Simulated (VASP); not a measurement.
A run of VASP 6.6.1 is set up as follows.

The input INCAR:

```
PREC = Accurate ; ENCUT = 520
EDIFF = 1E-7 ; ISMEAR = -1
SIGMA = 0.05 ; LREAL = False
LASPH = True ; NELM = 150
ALGO = Normal ; ISIF = 2
LWAVE = False ; LCHARG = False
ISPIN = 2 ; MAGMOM = 0 3
LORBIT = 11 ; LMAXMIX = 4
GGA = PE ; NBANDS = 16
```

Contents of KPOINTS:

```
Automatic mesh
0
Gamma
  12 12 12
```

The input POSCAR:

```
AlFe
1.0
    2.8511009115      0.0000000000      0.0000000000
    0.0000000000      2.8511009115      0.0000000000
    0.0000000000      0.0000000000      2.8511009115
Al Fe
1 1
Direct
    0.0000000000      0.0000000000      0.0000000000
    0.5000000000      0.5000000000      0.5000000000
```

Potentials or basis: VASP PAW PBE potentials, release 64 (Al, Fe).

Run with:

```console
$ cat potpaw_PBE.64/Al/POTCAR potpaw_PBE.64/Fe/POTCAR > POTCAR
$ mpirun -np 1 vasp_std > vasp.out
```

Task: What does it give for the pressure?

Result: 4.5 GPa.

Task: Predict the site moments.

Result: Al -0.02; Fe +0.70 μB.

Task: Predict the net moment.

Result: 0.67 μB per cell.

Caveat: the cell stands under pressure.
